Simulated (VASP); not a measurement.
# Cu (P2/m) in VASP: further runs, part 2 of 2

VASP 6.6.1.

## Step 6: Single point, PBEsol

The input, INCAR:

```
PREC     = Accurate       # precision mode
ENCUT    = 520            # plane-wave cutoff, eV
EDIFF    = 1E-6           # SCF threshold, eV
ISMEAR   = 1              # smearing method
SIGMA    = 0.1            # smearing width, eV
LREAL    = False          # projectors in reciprocal space
LASPH    = True           # aspherical terms in the spheres
NELM     = 80             # most SCF steps
ALGO     = Normal         # electronic algorithm
ISIF     = 2              # what is computed and relaxed
LWAVE    = False          # write WAVECAR
LCHARG   = True           # write CHGCAR
GGA      = PS             # functional
LELF     = True           # ELF
LVHAR    = True         
NBANDS   = 12             # bands
```

The input, KPOINTS:

```
regular mesh
0
Gamma
  2 10 1
```

The input, POSCAR:

```
Cu
1.0
   11.5702540000      0.0000000000      0.0000000000
    0.0000000000      2.2382120000      0.0000000000
   -4.5956240000      0.0000000000     21.7433880000
Cu
1
Direct
    0.5000000000      0.5000000000      0.5000000000
```

Potentials or basis: VASP PAW PBE potentials, release 64 (Cu).

The run is started by

```bash
> cat potpaw_PBE.64/Cu/POTCAR > POTCAR
> mpirun -np 1 vasp_std > vasp.out
```

Run time: 72 s. Hardware: 1 thread of Intel Xeon 6975P-C (Granite Rapids), shared host; peak memory 0.55 GiB.

Results (log left out):

```
Free energy : -1.9407 eV
Pressure    : 0.0 GPa
```

Stress tensor (GPa, compression positive):
```
0.00 0.00 0.00
0.00 0.10 0.00
0.00 0.00 0.00
```

Levels at points of the mesh, in eV from the Fermi level:
```csv
k point,band 1,band 2,band 3,band 4,band 5,band 6,band 7,band 8,band 9,band 10
"(0.00, 0.00, 0.00)",-3.68,-1.30,-1.02,-1.02,-0.08,-0.08,2.68,2.68,4.79,5.19
"(0.50, 0.00, 0.00)",-3.68,-1.30,-1.02,-1.02,-0.08,-0.08,2.67,2.68,5.11,5.24
"(0.00, 0.50, 0.00)",-1.96,-1.96,-0.58,-0.58,-0.16,4.06,7.25,9.98,9.98,11.46
"(0.50, 0.50, 0.00)",-1.96,-1.96,-0.58,-0.58,-0.16,4.06,7.25,9.97,9.98,11.42
```

Caveat: the PAW data sets were made with another functional, which shifts forces and pressure a little.

## Step 7: Single point, PBEsol

The input, INCAR:

```
PREC = Accurate ; ENCUT = 520
EDIFF = 1E-6 ; ISMEAR = 1
SIGMA = 0.1 ; LREAL = False
LASPH = True ; NELM = 100
ALGO = Normal ; ISIF = 2
LWAVE = False ; LCHARG = False
GGA = PS ; NBANDS = 12
```

The input, KPOINTS:

```
Automatic mesh
0
Gamma
  3 12 2
```

POSCAR is that of step 6.

Potentials or basis: VASP PAW PBE potentials, release 64 (Cu).

The run is started by

```bash
> cat potpaw_PBE.64/Cu/POTCAR > POTCAR
> mpirun -np 1 vasp_std > vasp.out
```

OUTCAR:

```text
PREC = Accurate
   ENCUT = 520
   EDIFF = 1E-6
   ISMEAR = 1
   LREAL = False
   LASPH = True
   NELM = 100
   ISIF = 2
   GGA = PS

 ion  position               nearest neighbor table
   1  0.500  0.500  0.500-

  LATTYP: Found a simple monoclinic cell.
 ALAT       =    11.5702540000
 B/A-ratio  =     0.1934453643
 C/A-ratio  =     1.9207652137
 COS(beta)  =    -0.2067889433

  Lattice vectors:

 A1 = (  11.5702540000,   0.0000000000,   0.0000000000)
 A2 = (   0.0000000000,   2.2382120000,   0.0000000000)
 A3 = (  -4.5956240000,   0.0000000000,  21.7433880000)

Analysis of symmetry for initial positions (statically):
=====================================================================
 Subroutine PRICEL returns:
 Original cell was already a primitive cell.

 Routine SETGRP: Setting up the symmetry group for a
 simple monoclinic supercell.

 Subroutine GETGRP returns: Found  4 space group operations
 (whereof  4 operations were pure point group operations)
 out of a pool of  4 trial point group operations.

The static configuration has the point symmetry C_2h.

Analysis of symmetry for dynamics (positions and initial velocities):
=====================================================================
 Subroutine PRICEL returns:
 Original cell was already a primitive cell.

 Routine SETGRP: Setting up the symmetry group for a
 simple monoclinic supercell.

 Subroutine GETGRP returns: Found  4 space group operations
 (whereof  4 operations were pure point group operations)
 out of a pool of  4 trial point group operations.

The dynamic configuration has the point symmetry C_2h.

 Subroutine INISYM returns: Found  4 space group operations
 (whereof  4 operations are pure point group operations),
 and found     1 'primitive' translations

----------------------------------------------------------------------------------------

                                     Primitive cell

  volume of cell :     563.0816

  direct lattice vectors                    reciprocal lattice vectors
    11.570254000  0.000000000  0.000000000     0.086428526  0.000000000  0.018267301
     0.000000000  2.238212000  0.000000000     0.000000000  0.446785202  0.000000000
    -4.595624000  0.000000000 21.743388000     0.000000000  0.000000000  0.045990993

  length of vectors
    11.570254000  2.238212000 22.223741397     0.088337899  0.446785202  0.045990993

  position of ions in fractional coordinates (direct lattice)
     0.500000000  0.500000000  0.500000000

  ion indices of the primitive-cell ions
   primitive index   ion index
                 1           1

----------------------------------------------------------------------------------------

 KPOINTS: Automatic mesh

Automatic generation of k-mesh.
 Grid dimensions read from file:
 generate k-points for:    3   12    2

 Generating k-lattice:

  Cartesian coordinates                     Fractional coordinates (reciprocal lattice)
     0.028809509  0.000000000  0.006089100     0.333333333  0.000000000  0.000000000
     0.000000000  0.037232100  0.000000000     0.000000000  0.083333333  0.000000000
     0.000000000  0.000000000  0.022995496     0.000000000  0.000000000  0.500000000

  Length of vectors
     0.029445966  0.037232100  0.022995496

  Shift w.r.t. Gamma in fractional coordinates (k-lattice)
     0.000000000  0.000000000  0.000000000

 Subroutine IBZKPT returns following result:
 ===========================================

 Found     28 irreducible k-points:

 Following reciprocal coordinates:
            Coordinates               Weight
  0.000000  0.000000  0.000000      1.000000
  0.333333  0.000000 -0.000000      2.000000
  0.000000  0.083333  0.000000      2.000000
  0.333333  0.083333 -0.000000      4.000000
  0.000000  0.166667  0.000000      2.000000
  0.333333  0.166667 -0.000000      4.000000
[... 16 lines left out ...]
  0.000000  0.333333  0.500000      2.000000
  0.333333  0.333333  0.500000      4.000000
 [... further k-points ...]
   k-points           NKPTS =     28   k-points in BZ     NKDIM =     28   number of bands    NBANDS=     12
   number of dos      NEDOS =    301   number of ions     NIONS =      1
   total plane-waves  NPLWV = 272160
   dimension x,y,z NGX =    90 NGY =   18 NGZ =  168
   dimension x,y,z NGXF=   180 NGYF=   36 NGZF=  336
   ions per type =               1
   NGX,Y,Z   is equivalent  to a cutoff of  12.93, 13.37, 12.57 a.u.
   NGXF,Y,Z  is equivalent  to a cutoff of  25.86, 26.74, 25.13 a.u.
 SYSTEM =  unknown system
   PREC   = accura    normal or accurate (medium, high low for compatibility)
   ISTART =      0    job   : 0-new  1-cont  2-samecut
   ICHARG =      2    charge: 1-file 2-atom 10-const
   ISPIN  =      1    spin polarized calculation?
   LNONCOLLINEAR =      F non collinear calculations
   LSORBIT =      F    spin-orbit coupling
   LASPH  =      T    aspherical Exc in radial PAW
   ENCUT  =  520.0 eV  38.22 Ry    6.18 a.u.  21.51  4.16 41.32*2*pi/ulx,y,z
   NELM   =    100;   NELMIN=  2; NELMDL= -5     # of ELM steps
   EDIFF  = 0.1E-05   stopping-criterion for ELM
   LREAL  =      F    real-space projection
   EDIFFG = 0.1E-04   stopping-criterion for IOM
   NSW    =      0    number of steps for IOM
   IBRION =     -1    ionic relax: 0-MD 1-quasi-New 2-CG
   NFREE  =      0    steps in history (QN), initial steepest desc. (CG)
   ISIF   =      2    stress and relaxation
   ISYM   =      2    0-nonsym 1-usesym 2-fastsym
   POTIM  = 0.5000    time-step for ionic-motion
   TEBEG  =    0.0;   TEEND  =   0.0 temperature during run
   PSTRESS=    0.0 pullay stress
   NELECT =      11.0000    total number of electrons
   NUPDOWN=      -1.0000    fix difference up-down
   EMIN   =  10.00;   EMAX   =-10.00  energy-range for DOS
   EFERMI =   0.00;   METHOD = LEGACY
   ISMEAR =     1;   SIGMA  =   0.10  broadening in eV -4-tet -1-fermi 0-gaus
   EFERMI_NEDOS =   21; number of points for ismear=-14 and -15
   IALGO  =     38    algorithm
   IMIX   =      4    mixing-type and parameters
     AMIX     =   0.40;   BMIX     =  1.00
     AMIX_MAG =   1.60;   BMIX_MAG =  1.00
  volume/ion in A,a.u.               =     563.08      3799.86
  Fermi-wavevector in a.u.,A,eV,Ry     =   0.440909  0.833197  2.644978  0.194400
  Thomas-Fermi vector in A             =   1.415886
   LORBIT       =      0    0 simple, 1 ext, 2 COOP (PROOUT), +10 PAW based schemes
   GGA     = PS    functional components
   LHFCALC =     F    Hartree Fock is set to
   AEXX    =    0.0000 exact exchange contribution
   IVDW    =     0    specifies the selected vdW correction
   LEPSILON=     F    determine dielectric tensor
   LRPA    =     F    only Hartree local field effects (RPA)
 non-spin polarized calculation
 Methfessel and Paxton  Order N= 1 SIGMA  =   0.10
  energy-cutoff  :      520.00
  volume of cell :      563.08
 maximum number of plane-waves:     15252
 NGX is ok and might be reduce to    90
   NGX = 43   NGY =  9   NGZ = 83

 number of electron      11.0000002 magnetization

 Free energy of the ion-electron system (eV)
  ---------------------------------------------------
  ext. energy  EPLUGINS =         0.00000000
  ---------------------------------------------------
  free energy    TOTEN  =        -1.92780222 eV

  energy without entropy =       -1.92248959  energy(sigma->0) =       -1.92603135

 E-fermi :  -5.2338     XC(G=0):  -0.7417

 val. band max:       -5.2567279175   @ k =   0.0000   0.0000   0.0000
 cond. band min:      -4.0537985274   @ k =   0.0000   0.3333   0.5000
 fundamental gap:      1.2029293901
 Fermi energy:        -5.2337587232

 k-point     1 :       0.0000    0.0000    0.0000
  band No.  band energies     occupation
      1      -8.7077      2.00000
      2      -6.2870      2.00000
      3      -6.1116      2.00000
      4      -6.1116      2.00000
      5      -5.2567      1.37765
      6      -5.2567      1.37762
      7      -2.1340      0.00000
      8      -2.1273      0.00000
      9       0.0332      0.00000
     10       0.4356      0.00000
     11       0.5175      0.00000
     12       0.9744      0.00000
[... 331 lines left out ...]
 k-point    24 :       0.3333    0.3333    0.5000
  band No.  band energies     occupation
      1      -6.7399      2.00000
      2      -6.7399      2.00000
      3      -5.8572      2.00000
      4      -5.7959      2.00000
      5      -5.7959      2.00000
      6      -4.0538     -0.00000
      7       1.6866      0.00000
      8       1.6934      0.00000
      9       3.5029      0.00000
     10       3.7608      0.00000
     11       4.0153      0.00000
     12       4.1028      0.00000

 [... further k-points ...]

------------------------ aborting loop because EDIFF is reached ----------------------------------------

  FORCE on cell =-STRESS in cart. coord.  units (eV):
  Direction    XX          YY          ZZ          XY          YZ          ZX
  --------------------------------------------------------------------------------------
  -------------------------------------------------------------------------------------
  Total       -0.0126025      0.2884442     -0.0100250      0.0000000      0.0000000     -0.0004819
  in kB       -0.0358587      0.8207314     -0.0285249      0.0000000      0.0000000     -0.0013711
  external PRESSURE =       0.2521159 kB  Pullay stress =       0.0000000 kB

 VOLUME and BASIS-vectors are now :
 -----------------------------------------------------------------------------
  energy-cutoff  :      520.00
  volume of cell :      563.08
      direct lattice vectors                 reciprocal lattice vectors
    11.570254000  0.000000000  0.000000000     0.086428526  0.000000000  0.018267301
     0.000000000  2.238212000  0.000000000     0.000000000  0.446785202  0.000000000
    -4.595624000  0.000000000 21.743388000     0.000000000  0.000000000  0.045990993

 POSITION                                       TOTAL-FORCE (eV/Angst)
 -----------------------------------------------------------------------------------
      3.48732      1.11911     10.87169         0.000000      0.000000      0.000000
 -----------------------------------------------------------------------------------
    total drift:                                0.000000     -0.000000     -0.000000

  FREE ENERGIE OF THE ION-ELECTRON SYSTEM (eV)
  ---------------------------------------------------
  free  energy   TOTEN  =        -1.9278022234 eV

  energy  without entropy=       -1.9224895914  energy(sigma->0) =       -1.92603135
```

OSZICAR:

```text
N       E                     dE             d eps       ncg     rms          rms(c)
DAV:   1     0.641531960491E+02    0.64153E+02   -0.28420E+03   672   0.549E+02
DAV:   2     0.207080448526E+00   -0.63946E+02   -0.47000E+02   868   0.124E+02
DAV:   3    -0.210245330970E+01   -0.23095E+01   -0.21861E+01   948   0.250E+01
[... 16 lines left out ...]
DAV:  20    -0.192779267555E+01   -0.44147E-05   -0.14878E-07   868   0.346E-03    0.584E-04
DAV:  21    -0.192779937043E+01   -0.66949E-05   -0.20558E-07   772   0.171E-03    0.166E-04
DAV:  22    -0.192780089751E+01   -0.15271E-05   -0.47046E-08   828   0.244E-03    0.141E-03
DAV:  23    -0.192780209980E+01   -0.12023E-05   -0.60231E-08   768   0.164E-03    0.377E-04
DAV:  24    -0.192780222340E+01   -0.12360E-06   -0.69198E-09   900   0.130E-03
   1 F= -.19278022E+01 E0= -.19260313E+01  d E =-.531263E-02
```

stdout:

```text
POSCAR found type information on POSCAR Cu
 POSCAR found :  1 types and       1 ions
 scaLAPACK will be used
 -----------------------------------------------------------------------------
|                                                                             |
|                                                                             |
|     You enforced a specific xc type in the INCAR file but a different       |
|     I HOPE YOU KNOW WHAT YOU ARE DOING!                                     |
|                                                                             |
 -----------------------------------------------------------------------------

 LDA part: xc-table for (Slater+PW92), standard interpolation
 POSCAR, INCAR and KPOINTS ok, starting setup
 FFT: planning ... GRIDC
 FFT: planning ... GRID_SOFT
 FFT: planning ... GRID
 WAVECAR not read
 entering main loop
```

Wall time 2.9 min (1 thread of Intel Xeon 6975P-C (Granite Rapids), shared host); peak memory 0.65 GiB.

What came out:

| Quantity | Value |
| --- | --- |
| Free energy | -1.9278 eV |
| Pressure | 0.0 GPa |

Stress tensor (GPa, compression positive):
```
0.00 0.00 0.00
0.00 0.08 0.00
0.00 0.00 0.00
```

Levels at points of the mesh, in eV from the Fermi level:
```tsv
k point	band 3	band 4	band 5	band 6	band 7	band 8	band 9	band 10
(0.00, 0.00, 0.00)	-0.88	-0.88	-0.02	-0.02	3.10	3.11	5.27	5.67
(0.00, 0.50, 0.00)	-0.46	-0.46	-0.07	4.39	7.58	10.40	10.41	11.89
(0.00, 0.00, 0.50)	-0.88	-0.88	-0.02	-0.02	3.10	3.11	5.29	5.52
(0.00, 0.50, 0.50)	-0.46	-0.46	-0.07	4.39	7.58	10.40	10.41	11.89
```

Caveat: the PAW data sets were made with another functional, which shifts forces and pressure a little.

## Step 8: The runs side by side

```csv
k mesh,gap on the mesh (eV),pressure (GPa)
1 × 3 × 1,none,0.2
1 × 5 × 1,none,0.0
2 × 6 × 1,none,0.0
2 × 8 × 1,none,0.0
2 × 10 × 1,none,0.0
3 × 12 × 2,none,0.0
```

Alike in all rows: task single point; level PBEsol; potentials or basis VASP PAW PBE potentials, release 64 (Cu); no spin polarisation; cell as given; cutoff (eV) 520; smearing methfessel-paxton 0.1 eV.

Caveats: some runs use coarse meshes; the PAW data sets were made with another functional, which shifts forces and pressure a little.

Total energies depend on the potentials used, so only differences within one code and one set of settings carry meaning.
